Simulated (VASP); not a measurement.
**Nb: relaxation of cell and atoms with PBE**

Crystal: Nb.

```
Nb
1.0
     0.00000    2.09500    2.09500
     2.09500    0.00000    2.09500
     2.09500    2.09500    0.00000
Nb
1
Direct
  0.00000 0.00000 0.00000
```

This isn't the form of Nb at room conditions, which is bcc.

```
Program                : VASP 6.6.1
Task                   : relaxation of cell and atoms
Functional             : PBE
Potentials or basis    : VASP PAW PBE potentials, release 64 (Nb_sv)
Cutoff                 : 500 eV
k mesh                 : 9 × 9 × 9
Occupations            : fermi-dirac, width 0.05 eV
Spin                   : no spin polarisation
Target pressure        : 30 GPa
Dipole correction      : no
Further INCAR settings : ALGO = Normal; EDIFF = 1e-07; IBRION = 2; EDIFFG = -0.01; NSW = 80; ISIF = 3
```

| Quantity | Value |
| --- | --- |
| Relaxed volume | 16.29 Å³/atom |
| Relaxed cell | a = 2.845 Å, b = 2.845 Å, c = 2.845 Å, α = 60.00°, β = 60.00°, γ = 60.00° |
| Space group after relaxing (to 0.1 Å) | Fm-3m (No. 225) |
| Energy change on relaxing (the run minimises the enthalpy) | +212.6 meV/atom |
| Ionic steps | 5 |
| Pressure after relaxing | 30.0 GPa |
| Band gap on the k mesh | zero (an odd number of electrons rules out a gap without spin polarisation) |

The path:
```csv
step,energy change (eV),largest force (eV/Å),pressure (GPa),volume (Å³)
1,0.0000,0.0000,4.28,18.39
2,2.7503,0.0000,175.18,11.60
3,0.1711,0.0000,26.53,16.53
4,0.2026,0.0000,29.19,16.35
5,0.2126,0.0000,30.00,16.29
```

Final structure:
```yaml
crystal:
  lattice:
    - [0.00000, 2.01205, 2.01205]
    - [2.01205, 0.00000, 2.01205]
    - [2.01205, 2.01205, 0.00000]
  atoms:
    - { symbol: Nb, position: [0.00000, 0.00000, 0.00000] }
```

Levels at points of the mesh, in eV from the Fermi level:
| k point | band 4 | band 5 | band 6 | band 7 | band 8 | band 9 |
| --- | --- | --- | --- | --- | --- | --- |
| (0.00, 0.00, 0.00) | -29.77 | -6.55 | -0.05 | -0.05 | -0.05 | 3.10 |

It took 23 s on 1 thread of Intel Xeon 8259CL, on a shared host, peak memory 0.15 GiB.

Caveat: the cell is relaxed towards a set pressure, so the run minimises the enthalpy, not the energy.
